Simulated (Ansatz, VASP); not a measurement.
SiP5 in VASP and in Ansatz

```xyz
6
Lattice="2.7189 0.0000 0.0000 -1.3594 2.3546 0.0000 0.0000 0.0000 14.0191" Properties=species:S:1:pos:R:3 pbc="T T T"
Si    0.0000    0.0000    0.0000
P     1.3594    0.7849    2.1323
P     0.0000    0.0000    4.8538
P     1.3594    0.7849    7.0096
P     0.0000    0.0000    9.1653
P     1.3594    0.7849   11.8868
```

Change from the starting cell: species swapped into the Li5Mg type (P-6m2, No. 187).

Alike in both runs: functional PBE; k mesh 6 × 6 × 1; occupations gaussian, width 0.2 eV; no spin polarisation.

Ansatz relaxed the structure, and its values are those at the end. VASP's run is a single point on that final structure, the one shown.

|  | VASP | Ansatz |
| --- | --- | --- |
| version | VASP 6.6.1 | Ansatz 0.2.0 |
| potentials or method | VASP PAW PBE potentials, release 64 (Si, P), cutoff 500 eV | scalar-relativistic, plane waves, PAW |
| valence electrons in the cell | 29 | 29 |

|  | VASP | Ansatz | Ansatz less VASP |
| --- | --- | --- | --- |
| gap on the k mesh at the Fermi level (eV) | none | none | - |
| pressure (GPa) | -0.7 | -0.6 | +0.15 |
| rms of the force components (eV/Å) | 0.015 | 0.013 | -0.0027 |

A gap of «none» marks a metal or a gap that the smearing closes. With one functional, cell and mesh, what is left measures potentials, basis and numerics.

The k mesh is coarse, so the values compare programs but aren't converged.
